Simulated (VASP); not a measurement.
Wanted: the native input for a VASP 6.6.1 run.

```
Task                   : electric field gradients
Functional             : PBEsol
Potentials or basis    : VASP PAW PBE potentials, release 64 (Si)
Cutoff                 : 520 eV
k mesh                 : 3 × 3 × 3
Occupations            : gaussian, width 0.01 eV
Spin                   : no spin polarisation
Dipole correction      : no
Further INCAR settings : ALGO = Normal; EDIFF = 1e-08; NBANDS = 26
```

The structure of Si lies in POSCAR:

```
Si
1.0
    5.4271200000      0.0000000000      0.0000000000
    0.0000000000      5.4271200000      0.0000000000
    0.0000000000      0.0000000000      5.4271200000
Si
8
Direct
    0.7500000000      0.7500000000      0.7500000000
    0.2500000000      0.2500000000      0.7500000000
    0.2500000000      0.7500000000      0.2500000000
    0.7500000000      0.2500000000      0.2500000000
    0.5000000000      0.5000000000      0.5000000000
    0.0000000000      0.0000000000      0.5000000000
    0.0000000000      0.5000000000      0.0000000000
    0.5000000000      0.0000000000      0.0000000000
```

One way to write it, as run:

INCAR

```
ALGO = Normal
EDIFF = 1E-8
ENCUT = 520
GGA = PS
ISIF = 2
ISMEAR = 0
LASPH = True
LCHARG = False
LEFG = True
LREAL = False
LWAVE = False
NBANDS = 26
NELM = 100
PREC = Accurate
SIGMA = 0.01
```

KPOINTS

```
k-points
0
Gamma
  3 3 3
```

Potentials or basis: VASP PAW PBE potentials, release 64 (Si).

The run is started by

```console
$ cat potpaw_PBE.64/Si/POTCAR > POTCAR
$ mpirun -np 1 vasp_std > vasp.out
```

It gave:

```
Pressure               : 0.6 GPa
Band gap on the k mesh : 0.58 eV
```

Caveat: without QUAD_EFG the Cq values of the log hold for a quadrupole moment of 1 mb, not for the nuclei; the PAW data sets were made with another functional, which shifts forces and pressure a little.

Run time: 9.4 s on 1 thread of Intel(R) Xeon(R) 6975P-C (Granite Rapids) (shared host), peak memory 0.22 GiB.
